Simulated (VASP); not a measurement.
# NaH (P2_1/m) in VASP: single point with HSE06

Aim: the single point of NaH with HSE06.

All numbers are computed with VASP 6.6.1; they aren't measurements. Logs are shortened: lines on timing, memory, paths and dates and some standing lists are left out, and cuts for length are marked.

## (1) The cell of the first run

Symmetry: P2_1/m, No. 11, monoclinic system. Conventional cell: a = 3.295 Å, b = 5.831 Å, c = 3.319 Å, α = 90.00°, β = 119.28°, γ = 90.00°. Na (site symmetry -1) has 6 H at 2.40 to 2.42 Å and 8 Na at 2.92 to 3.34 Å within 3.4 Å. Within 3.5 Å of H (site symmetry m) lie 6 Na at 2.40 to 2.42 Å and 12 H at 3.30 to 3.50 Å.

## (2) Single point, HSE06 (shear xy strain -1.7%)

Contents of POSCAR:

```
NaH
1.0
    3.3191587685     -0.0278809337      0.0000000000
   -1.6837249811      2.8884162795      0.0000000000
    0.0000000000      0.0000000000      5.8309537772
Na H
2 2
Direct
    0.0000000000      0.0000000000      0.0000000000
    0.0000000000      0.0000000000      0.5000000000
    0.3333333333      0.6666666667      0.2500000000
    0.6666666667      0.3333333333      0.7500000000
```

Contents of INCAR.step1:

```
SYSTEM = NaH
ALGO = Normal
EDIFF = 1E-5
ENCUT = 520
GGA = PE
ISIF = 2
ISMEAR = 0
KPAR = 2
LASPH = .TRUE.
LCHARG = .FALSE.
LREAL = .FALSE.
LWAVE = .TRUE.
NBANDS = 16
NELM = 60
PREC = Accurate
SIGMA = 0.01
```

Contents of INCAR.step2:

```
SYSTEM = NaH
ALGO = Normal
EDIFF = 1E-6
ENCUT = 520
GGA = PE
HFSCREEN = 0.2079
ISIF = 2
ISMEAR = 0
ISTART = 1
KPAR = 2
LASPH = .TRUE.
LCHARG = .FALSE.
LHFCALC = .TRUE.
LREAL = .FALSE.
LWAVE = .FALSE.
NBANDS = 16
NELM = 60
PREC = Accurate
PRECFOCK = Normal
SIGMA = 0.01
```

Contents of KPOINTS:

```
k-points
0
G
  6 6 4
  0 0 0
```

Potentials or basis: VASP PAW PBE potentials, release 64 (Na_pv, H).

The run is started by

```
$ cat potpaw_PBE.64/Na_pv/POTCAR potpaw_PBE.64/H/POTCAR > POTCAR
$ cp INCAR.step1 INCAR
$ mpirun -np 2 vasp_std > vasp.out
$ cp INCAR.step2 INCAR
$ mpirun -np 2 vasp_std > vasp.out
```

OUTCAR:

```text
SYSTEM = NaH
   EDIFF = 1E-6
   ENCUT = 520
   GGA = PE
   HFSCREEN = 0.2079
   ISIF = 2
   ISMEAR = 0
   ISTART = 1
   LASPH = .TRUE.
   LHFCALC = .TRUE.
   LREAL = .FALSE.
   NELM = 60
   PREC = Accurate
   PRECFOCK = Normal

 ion  position               nearest neighbor table
   1  0.000  0.000  0.000-
   2  0.000  0.000  0.500-
   3  0.333  0.667  0.250-
   4  0.667  0.333  0.750-

  LATTYP: Found a simple monoclinic cell.
 ALAT       =     3.2950426610
 B/A-ratio  =     1.7696140467
 C/A-ratio  =     1.0073544436
 COS(beta)  =    -0.4890220276

  Lattice vectors:

 A1 = (   1.6354337874,   2.8605353458,   0.0000000000)
 A2 = (   0.0000000000,   0.0000000000,  -5.8309537772)
 A3 = (  -3.3191587685,   0.0278809337,   0.0000000000)

Analysis of symmetry for initial positions (statically):
=====================================================================
 Subroutine PRICEL returns:
 Original cell was already a primitive cell.

 Routine SETGRP: Setting up the symmetry group for a
 simple monoclinic supercell.

 Subroutine GETGRP returns: Found  4 space group operations
 (whereof  2 operations were pure point group operations)
 out of a pool of  4 trial point group operations.

The static configuration has the point symmetry S_2 .
 The point group associated with its full space group is C_2h.

Analysis of symmetry for dynamics (positions and initial velocities):
=====================================================================
 Subroutine PRICEL returns:
 Original cell was already a primitive cell.

 Routine SETGRP: Setting up the symmetry group for a
 simple monoclinic supercell.

 Subroutine GETGRP returns: Found  4 space group operations
 (whereof  2 operations were pure point group operations)
 out of a pool of  4 trial point group operations.

The dynamic configuration has the point symmetry S_2 .
 The point group associated with its full space group is C_2h.

 Subroutine INISYM returns: Found  4 space group operations
 (whereof  2 operations are pure point group operations),
 and found     1 'primitive' translations

----------------------------------------------------------------------------------------

                                     Primitive cell

  volume of cell :      55.6283

  direct lattice vectors                    reciprocal lattice vectors
     3.319158768 -0.027880934  0.000000000     0.302763658  0.176487973  0.000000000
    -1.683724981  2.888416279  0.000000000     0.002922478  0.347914065  0.000000000
     0.000000000  0.000000000  5.830953777     0.000000000  0.000000000  0.171498530

  length of vectors
     3.319275866  3.343333429  5.830953777     0.350448052  0.347926339  0.171498530

  position of ions in fractional coordinates (direct lattice)
     0.000000000  0.000000000  0.000000000
     0.000000000  0.000000000  0.500000000
     0.333333333  0.666666667  0.250000000
     0.666666667  0.333333333  0.750000000

  ion indices of the primitive-cell ions
   primitive index   ion index
                 1           1
                 2           2
                 3           3
                 4           4

----------------------------------------------------------------------------------------

 KPOINTS: k-points

Automatic generation of k-mesh.
 Grid dimensions read from file:
 generate k-points for:    6    6    4

 Generating k-lattice:

  Cartesian coordinates                     Fractional coordinates (reciprocal lattice)
     0.050460610  0.029414662  0.000000000     0.166666667  0.000000000  0.000000000
     0.000487080  0.057985678  0.000000000     0.000000000  0.166666667  0.000000000
     0.000000000  0.000000000  0.042874632     0.000000000  0.000000000  0.250000000

  Length of vectors
     0.058408009  0.057987723  0.042874632

  Shift w.r.t. Gamma in fractional coordinates (k-lattice)
     0.000000000  0.000000000  0.000000000

 Subroutine IBZKPT returns following result:
 ===========================================

 Found     60 irreducible k-points:

 Following reciprocal coordinates:
            Coordinates               Weight
  0.000000  0.000000  0.000000      1.000000
  0.166667  0.000000  0.000000      2.000000
  0.333333  0.000000  0.000000      2.000000
  0.500000  0.000000  0.000000      1.000000
  0.000000  0.166667  0.000000      2.000000
  0.166667  0.166667  0.000000      2.000000
[... 16 lines left out ...]
  0.333333  0.000000  0.250000      4.000000
  0.500000  0.000000  0.250000      2.000000
 [... further k-points ...]
   k-points           NKPTS =     60   k-points in BZ     NKDIM =    144   number of bands    NBANDS=     16
   number of dos      NEDOS =    301   number of ions     NIONS =      4
   total plane-waves  NPLWV =  37632
   dimension x,y,z NGX =    28 NGY =   28 NGZ =   48
   dimension x,y,z NGXF=    56 NGYF=   56 NGZF=   96
   ions per type =               2   2
   NGX,Y,Z   is equivalent  to a cutoff of  14.02, 13.92, 13.69 a.u.
   NGXF,Y,Z  is equivalent  to a cutoff of  28.05, 27.85, 27.37 a.u.
 SYSTEM =  NaH
   PREC   = accura    normal or accurate (medium, high low for compatibility)
   ISTART =      1    job   : 0-new  1-cont  2-samecut
   ICHARG =      0    charge: 1-file 2-atom 10-const
   ISPIN  =      1    spin polarized calculation?
   LNONCOLLINEAR =      F non collinear calculations
   LSORBIT =      F    spin-orbit coupling
   LASPH  =      T    aspherical Exc in radial PAW
   ENCUT  =  520.0 eV  38.22 Ry    6.18 a.u.   6.17  6.22 10.84*2*pi/ulx,y,z
   NELM   =     60;   NELMIN=  2; NELMDL=  0     # of ELM steps
   EDIFF  = 0.1E-05   stopping-criterion for ELM
   LREAL  =      F    real-space projection
   EDIFFG = 0.1E-04   stopping-criterion for IOM
   NSW    =      0    number of steps for IOM
   IBRION =     -1    ionic relax: 0-MD 1-quasi-New 2-CG
   NFREE  =      0    steps in history (QN), initial steepest desc. (CG)
   ISIF   =      2    stress and relaxation
   ISYM   =      3    0-nonsym 1-usesym 2-fastsym
   POTIM  = 0.5000    time-step for ionic-motion
   TEBEG  =    0.0;   TEEND  =   0.0 temperature during run
   PSTRESS=    0.0 pullay stress
   NELECT =      16.0000    total number of electrons
   NUPDOWN=      -1.0000    fix difference up-down
   EMIN   =  10.00;   EMAX   =-10.00  energy-range for DOS
   EFERMI =   0.00;   METHOD = LEGACY
   ISMEAR =     0;   SIGMA  =   0.01  broadening in eV -4-tet -1-fermi 0-gaus
   EFERMI_NEDOS =   21; number of points for ismear=-14 and -15
   IALGO  =     38    algorithm
   IMIX   =      1    mixing-type and parameters
     AMIX     =   0.40;   BMIX     =  1.00
     AMIX_MAG =   1.60;   BMIX_MAG =  1.00
  volume/ion in A,a.u.               =      13.91        93.85
  Fermi-wavevector in a.u.,A,eV,Ry     =   1.080645  2.042122 15.888789  1.167793
  Thomas-Fermi vector in A             =   2.216641
   LORBIT       =      0    0 simple, 1 ext, 2 COOP (PROOUT), +10 PAW based schemes
   GGA     = PE    functional components
   LHFCALC =     T    Hartree Fock is set to
   PRECFOCK=normal    Normal, Fast or Accurate (Low or Medium for compatibility)
   ENCUT4O =  -1.0   cutoff for four orbital integrals eV
   NKREDX  =     1    reduce k-point grid by
   NKREDY  =     1    reduce k-point grid by
   NKREDZ  =     1    reduce k-point grid by
   AEXX    =    0.2500 exact exchange contribution
   HFSCREEN=    0.2079 screening length (either q_TF or 0.3 A-1)
   HFSCREENC=   0.2079 screening length for correlation (either q_TF or 0.3 A-1)
   ENCUTFOCK=  -1.0 apply spherical cutoff to Coloumb kernel
   IVDW    =     0    specifies the selected vdW correction
   LEPSILON=     F    determine dielectric tensor
   LRPA    =     F    only Hartree local field effects (RPA)
 non-spin polarized calculation
 Gauss-broadening in eV      SIGMA  =   0.01
  energy-cutoff  :      520.00
  volume of cell :       55.63
 maximum number of plane-waves:      1517
 NGX is ok and might be reduce to    28
  NGX = 20; NGY = 20; NGZ = 36

 number of electron      16.0000007 magnetization

 Free energy of the ion-electron system (eV)
  ---------------------------------------------------
  ext. energy  EPLUGINS =         0.00000000
  ---------------------------------------------------
  free energy    TOTEN  =       -11.34450416 eV

  energy without entropy =      -11.34450416  energy(sigma->0) =      -11.34450416

 E-fermi :  -1.7370     XC(G=0):  -6.5504

 val. band max:       -1.8180707442   @ k =   0.3333   0.1667   0.0000
 cond. band min:       2.6482986225   @ k =   0.0000   0.0000   0.0000
 fundamental gap:      4.4663693667
 Fermi energy:        -1.7369683210

 k-point     1 :       0.0000    0.0000    0.0000
  band No.  band energies     occupation
      1     -26.4801      2.00000
      2     -26.3281      2.00000
      3     -26.3275      2.00000
      4     -26.3097      2.00000
      5     -26.3091      2.00000
      6     -26.2888      2.00000
[... 8 lines left out ...]
     15      14.7721      0.00000
     16      15.8160      0.00000

 k-point     2 :       0.1667    0.0000    0.0000
  band No.  band energies     occupation
      1     -26.4741      2.00000
      2     -26.3511      2.00000
      3     -26.3334      2.00000
      4     -26.3291      2.00000
      5     -26.3144      2.00000
      6     -26.2867      2.00000
[... 8 lines left out ...]
     15      14.2313      0.00000
     16      15.1243      0.00000

 k-point     3 :       0.3333    0.0000    0.0000
  band No.  band energies     occupation
      1     -26.4620      2.00000
      2     -26.3975      2.00000
      3     -26.3686      2.00000
      4     -26.3438      2.00000
      5     -26.3240      2.00000
      6     -26.2823      2.00000
[... 8 lines left out ...]
     15      12.2329      0.00000
     16      13.6484      0.00000

 k-point     4 :       0.5000    0.0000    0.0000
  band No.  band energies     occupation
      1     -26.4562      2.00000
      2     -26.4202      2.00000
      3     -26.3882      2.00000
      4     -26.3491      2.00000
      5     -26.3288      2.00000
      6     -26.2800      2.00000
[... 8 lines left out ...]
     15      11.8018      0.00000
     16      13.1381      0.00000

 k-point     5 :       0.0000    0.1667    0.0000
  band No.  band energies     occupation
      1     -26.4742      2.00000
      2     -26.3509      2.00000
      3     -26.3327      2.00000
      4     -26.3288      2.00000
      5     -26.3140      2.00000
      6     -26.2867      2.00000
[... 8 lines left out ...]
     15      14.2202      0.00000
     16      15.2587      0.00000

 k-point     6 :       0.1667    0.1667    0.0000
  band No.  band energies     occupation
      1     -26.4651      2.00000
      2     -26.3830      2.00000
      3     -26.3563      2.00000
      4     -26.3438      2.00000
      5     -26.3237      2.00000
      6     -26.2834      2.00000
[... 8 lines left out ...]
     15      14.3766      0.00000
     16      15.4529      0.00000
[... 267 lines left out ...]
 k-point    21 :       0.0000    0.0000    0.2500
  band No.  band energies     occupation
      1     -26.4525      2.00000
      2     -26.3254      2.00000
      3     -26.3248      2.00000
      4     -26.3180      2.00000
      5     -26.3121      2.00000
      6     -26.3113      2.00000
[... 8 lines left out ...]
     15      15.6018      0.00000
     16      15.8984      0.00000

 k-point    22 :       0.1667    0.0000    0.2500
  band No.  band energies     occupation
      1     -26.4471      2.00000
      2     -26.3481      2.00000
      3     -26.3324      2.00000
      4     -26.3306      2.00000
      5     -26.3174      2.00000
      6     -26.3139      2.00000
[... 8 lines left out ...]
     15      14.0085      0.00000
     16      14.2842      0.00000

 k-point    23 :       0.3333    0.0000    0.2500
  band No.  band energies     occupation
      1     -26.4362      2.00000
      2     -26.3933      2.00000
      3     -26.3728      2.00000
      4     -26.3409      2.00000
      5     -26.3269      2.00000
      6     -26.3087      2.00000
[... 8 lines left out ...]
     15      12.0744      0.00000
     16      12.9381      0.00000

 k-point    24 :       0.5000    0.0000    0.2500
  band No.  band energies     occupation
      1     -26.4311      2.00000
      2     -26.4151      2.00000
      3     -26.3930      2.00000
      4     -26.3461      2.00000
      5     -26.3318      2.00000
      6     -26.3060      2.00000
[... 8 lines left out ...]
     15      11.0673      0.00000
     16      12.4752      0.00000

 [... further k-points ...]

------------------------ aborting loop because EDIFF is reached ----------------------------------------

  FORCE on cell =-STRESS in cart. coord.  units (eV):
  Direction    XX          YY          ZZ          XY          YZ          ZX
  --------------------------------------------------------------------------------------
  -------------------------------------------------------------------------------------
  Total        0.0488431      0.0534829      0.0926405      0.1232430      0.0000000      0.0000000
  in kB        1.4067540      1.5403874      2.6681840      3.5495805      0.0000000      0.0000000
  external PRESSURE =       1.8717751 kB  Pullay stress =       0.0000000 kB

 VOLUME and BASIS-vectors are now :
 -----------------------------------------------------------------------------
  energy-cutoff  :      520.00
  volume of cell :       55.63
      direct lattice vectors                 reciprocal lattice vectors
     3.319158768 -0.027880934  0.000000000     0.302763658  0.176487973  0.000000000
    -1.683724981  2.888416279  0.000000000     0.002922478  0.347914065  0.000000000
     0.000000000  0.000000000  5.830953777     0.000000000  0.000000000  0.171498530

 POSITION                                       TOTAL-FORCE (eV/Angst)
 -----------------------------------------------------------------------------------
      0.00000      0.00000      0.00000         0.000000      0.000000      0.000000
      0.00000      0.00000      2.91548         0.000000      0.000000      0.000000
     -0.01610      1.91632      1.45774        -0.002623     -0.000446      0.000000
      1.65153      0.94422      4.37322         0.002623      0.000446     -0.000000
 -----------------------------------------------------------------------------------
    total drift:                               -0.000000     -0.000001     -0.000002

  FREE ENERGIE OF THE ION-ELECTRON SYSTEM (eV)
  ---------------------------------------------------
  free  energy   TOTEN  =       -11.3445041649 eV

  energy  without entropy=      -11.3445041649  energy(sigma->0) =      -11.34450416
```

Run time: 31 min. Hardware: 2 MPI ranks of Intel Xeon Platinum 8488C (Sapphire Rapids), shared host; peak memory 0.32 GiB.

Results:

```yaml
Free_energy: -11.3445 eV
Pressure: 0.2 GPa
Band_gap_on_the_k_mesh: 4.47 eV (least direct gap 5.54 eV)
```

Forces on the atoms (eV/Å):
```
Na   0.000  0.000  0.000
Na   0.000  0.000  0.000
H   -0.003  0.000  0.000
H    0.003  0.000  0.000
```

Caveat: the cell differs from its parent crystal (shear xy strain -1.7%); the PAW data sets were made with another functional, which shifts forces and pressure a little.
